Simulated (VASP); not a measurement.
Runs of VASP 6.6.1 on Sn. The structure is that of space group Im-3m (No. 229), or close to it. The cells are those of the table. 

```tsv
cell	gap on the mesh (eV)	pressure (GPa)
a = 3.348 Å, angles 108.7, 108.7, 111.1°, 1 atom	none	-2.9
a = 3.216 Å, angles 110.3, 110.3, 107.8°, 1 atom	none	(a)
a = 3.315 Å, angles 109.1, 109.1, 110.3°, 1 atom	none	(b)
a = 3.249 Å, angles 109.9, 109.9, 108.7°, 1 atom	none	1.2
a = 3.282 Å, angles 109.5°, 1 atom	none	-0.4
```

Alike in all rows: task single point; level r2SCAN; potentials or basis VASP PAW PBE potentials, release 64 (Sn_d); no spin polarisation; k mesh 13 × 13 × 13; cutoff (eV) 520; smearing fermi-dirac 0.1 eV.

**Question.** Fill in the values left out.

**Answer.** (a) 3.1; (b) -1.8.

Caveats: the PAW data sets were made with another functional, which shifts forces and pressure a little; spin-orbit coupling is left out, which moves the levels of the heavy elements.

A k mesh can miss the band edges, and the runs leave out spin-orbit coupling on Sn.

A gap of «none» marks levels without a gap at the run's occupations.
